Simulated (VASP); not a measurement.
Runs of VASP 6.6.1 on Ag. The structure is that of space group Fm-3m (No. 225), or close to it. The cells are those of the table. 

```tsv
cell	gap on the mesh (eV)	pressure (GPa)
a = 2.605 Å, angles 60.0°, 1 atom	none	68.9
a = 2.360 Å, angles 60.0°, 1 atom	none	(a)
a = 2.712 Å, angles 60.0°, 1 atom	none	25.5
a = 2.488 Å, angles 60.0°, 1 atom	none	155.4
```

Alike in all rows: task single point; level LDA; potentials or basis VASP PAW LDA potentials, release 64 (Ag); no spin polarisation; k mesh 18 × 18 × 18; cutoff (eV) 520; smearing fermi-dirac 0.05 eV.

Q: Estimate the missing entries.

A: (a) 335.8.

Caveats: the cell stands under pressure.

A k mesh can miss the band edges, and the runs leave out spin-orbit coupling on Ag.

A gap of «none» marks levels without a gap at the run's occupations.
